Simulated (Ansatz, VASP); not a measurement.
## One calculation of GeS, two programs

```
Ge S
1.0
    11.31954    0.00000    0.00000
     0.00000    3.66783    0.00000
     0.00000    0.00000    4.45042
Ge S
4 4
Direct
  0.12590 0.25000 0.13492
  0.87410 0.75000 0.86508
  0.37410 0.75000 0.63492
  0.62590 0.25000 0.36508
  0.84712 0.25000 0.50256
  0.15288 0.75000 0.49744
  0.65288 0.75000 0.00256
  0.34712 0.25000 0.99744
```

Change from the starting cell: strain +0.0500 x Voigt [1, 0, 0, 0, 0, 0], atoms carried along.

Alike in both runs: task single point; functional PBE; k mesh 4 × 8 × 6; occupations gaussian, width 0.05 eV; no spin polarisation.

|  | VASP | Ansatz |
| --- | --- | --- |
| version | VASP 6.6.1 | Ansatz 0.2.0 |
| potentials or method | VASP PAW PBE potentials, release 64 (Ge_d, S), cutoff 500 eV | scalar-relativistic, plane waves, PAW |
| valence electrons in the cell | 80 | 80 |

|  | VASP | Ansatz | Ansatz less VASP |
| --- | --- | --- | --- |
| gap on the k mesh at the Fermi level (eV) | 0.93 | 0.93 | +0.004 |
| least direct gap on the mesh (eV) | 0.93 | 0.93 | +0.004 |
| pressure (GPa) | -2.3 | -2.2 | +0.08 |
| traceless stress, the component that is largest in VASP (GPa) | -2.08 | -2.09 | -0.007 |
| rms of the force components (eV/Å) | 0.208 | 0.209 | +0.0010 |

Atom by atom the forces differ by 0.002 eV/Å (rms over components). The functional is the same, so the differences come from potentials, cutoffs and numerics.
